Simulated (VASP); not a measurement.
Set up this calculation in VASP 6.6.1, as the native input.

- Task: single point
- Functional: RPBE
- Potentials or basis: VASP PAW PBE potentials, release 64 (Pb_d, Se)
- Cutoff: 520 eV
- k mesh: 7 × 7 × 7
- Occupations: fermi-dirac, width 0.02 eV
- Spin: no spin polarisation
- Dipole correction: no
- Further INCAR settings: ALGO = Normal; EDIFF = 1e-06; NBANDS = 17

The structure of PbSe lies in POSCAR:

```
PbSe
1.0
    3.7843220000      0.0000000000      0.0000000000
    0.0000000000      3.7843220000      0.0000000000
    0.0000000000      0.0000000000      3.7843220000
Pb Se
1 1
Direct
    0.0000000000      0.0000000000      0.0000000000
    0.5000000000      0.5000000000      0.5000000000
```

These files were run (other wordings do the same):

INCAR

```
  ALGO = Normal
  EDIFF = 1E-6
  ENCUT = 520
  GGA = RP
  ISIF = 2
  ISMEAR = -1
  LASPH = True
  LCHARG = False
  LREAL = False
  LWAVE = False
  NBANDS = 17
  NELM = 80
  PREC = Accurate
  SIGMA = 0.02
```

KPOINTS

```
k-points
0
Gamma
  7 7 7
```

Potentials or basis: VASP PAW PBE potentials, release 64 (Pb_d, Se).

Command:

```sh
$ cat potpaw_PBE.64/Pb_d/POTCAR potpaw_PBE.64/Se/POTCAR > POTCAR
$ mpirun -np 1 vasp_std > vasp.out
```

It gave:

| Property | Result |
| --- | --- |
| Pressure | 1.7 GPa |
| Band gap on the k mesh | zero (band 10 reaches 5.41 eV, above the bottom of band 11 at 5.35 eV) |

Caveat: the PAW data sets were made with another functional, which shifts forces and pressure a little; spin-orbit coupling is left out, which moves the levels of the heavy elements.

It took 26 s on 1 thread of Intel Xeon 8259CL, on a shared host, peak memory 0.16 GiB.
